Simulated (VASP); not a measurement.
A run of VASP 6.6.1:

INCAR

```
PREC = Accurate
ENCUT = 520
EDIFF = 1E-7
ISMEAR = 0
SIGMA = 0.1
LREAL = F
LASPH = T
NELM = 60
ALGO = Normal
ISIF = 2
LWAVE = F
LCHARG = F
GGA = CA
NBANDS = 50
```

Contents of KPOINTS:

```
regular mesh
0
Gamma
  5 5 5
```

The input POSCAR:

```
K2RbPdF6
1.0
    0.0000000000      4.6466620000      4.6466620000
    4.6466620000      0.0000000000      4.6466620000
    4.6466620000      4.6466620000      0.0000000000
K Rb Pd F
2 1 1 6
Direct
    0.7500000000      0.7500000000      0.7500000000
    0.2500000000      0.2500000000      0.2500000000
    0.5000000000      0.5000000000      0.5000000000
    0.0000000000      0.0000000000      0.0000000000
    0.7789850000      0.2210150000      0.2210150000
    0.2210150000      0.2210150000      0.7789850000
    0.2210150000      0.7789850000      0.7789850000
    0.2210150000      0.7789850000      0.2210150000
    0.7789850000      0.2210150000      0.7789850000
    0.7789850000      0.7789850000      0.2210150000
```

Potentials or basis: VASP PAW LDA potentials, release 64 (K_sv, Rb_sv, Pd, F).

Command:

```sh
$ cat potpaw_LDA.64/K_sv/POTCAR potpaw_LDA.64/Rb_sv/POTCAR potpaw_LDA.64/Pd/POTCAR potpaw_LDA.64/F/POTCAR > POTCAR
$ mpirun -np 1 vasp_std > vasp.out
```

Hardware: 1 thread of AMD EPYC 7R13 (shared host).

**Question.** How long does it take, and how much memory?

**Answer.** Wall time 3.3 min on 1 thread of AMD EPYC 7R13, on a shared host, peak memory 0.3 GiB. Counts: scf iterations 15, k points 10.
